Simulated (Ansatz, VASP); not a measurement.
**Cr: VASP beside Ansatz**

The input INCAR:

```
SYSTEM = Cr
ALGO = Normal ; EDIFF = 1E-7
ENCUT = 520 ; GGA = RP
ISIF = 2 ; ISMEAR = -1
LASPH = .TRUE. ; LCHARG = .FALSE.
LREAL = .FALSE. ; LWAVE = .FALSE.
NBANDS = 32 ; NELM = 100
PREC = Accurate ; SIGMA = 0.1
```

KPOINTS

```
k-points
0
G
  19 19 5
  0 0 0
```

POSCAR

```
Cr
1.0
    2.5526964046      0.0000000000      0.0000000000
   -1.2763482023      2.2106999346      0.0000000000
    0.0000000000      0.0000000000      8.9707184623
Cr
4
Direct
    1.0000000000      1.0000000000      1.0000000000
    0.0000000000      0.0000000000      0.5000000000
    0.3333333333      0.6666666667      0.2500000000
    0.6666666667      0.3333333333      0.7500000000
```

Input for Ansatz:

```yaml
crystal:
  lattice:
    - [2.5526964046, 0.0, 0.0]
    - [-1.2763482023, 2.2106999346, 0.0]
    - [0.0, 0.0, 8.9707184623]
  atoms:
    - { symbol: Cr, position: [1.0, 1.0, 1.0] }
    - { symbol: Cr, position: [0.0, 0.0, 0.5] }
    - { symbol: Cr, position: [0.3333333333, 0.6666666667, 0.25] }
    - { symbol: Cr, position: [0.6666666667, 0.3333333333, 0.75] }
hamiltonian:
  xc: rpbe
  pseudopotentials:
    kind: paw
    azcp:
      Cr: "pseudopotentials/Cr.paw.azcp"
basis:
  ecutwfc: 420
  fft_grid_basis: typed
kpoints:
  mp_grid: { grid: [19, 19, 5], shift: [0, 0, 0] }
magnetization:
  spin_polarized: false
scf:
  occupations: { method: fermi_dirac, width: 0.1 }
output:
  stress: true
```

Alike in both runs: task single point; functional RPBE; k mesh 19 × 19 × 5; occupations fermi-dirac, width 0.1 eV; no spin polarisation.

```csv
,VASP,Ansatz
version,VASP 6.6.1,Ansatz 0.2.0
potentials or method,"VASP PAW PBE potentials, release 64 (Cr_pv), cutoff 520 eV","plane waves (420 eV) with PAW, scalar-relativistic"
valence electrons in the cell,48,56
```

```csv
,VASP,Ansatz,Ansatz less VASP
pressure (GPa),-8.3,-8.0,+0.30
"traceless stress, the component that is largest in VASP (GPa)",0.53,0.46,-0.074
```

VASP's potentials were made for PBE, not for RPBE. With one functional, cell and mesh, what is left measures potentials, basis and numerics. VASP's potentials hold 48 valence electrons a cell and Ansatz's 56, so a difference there can come from the potentials and not from the codes.
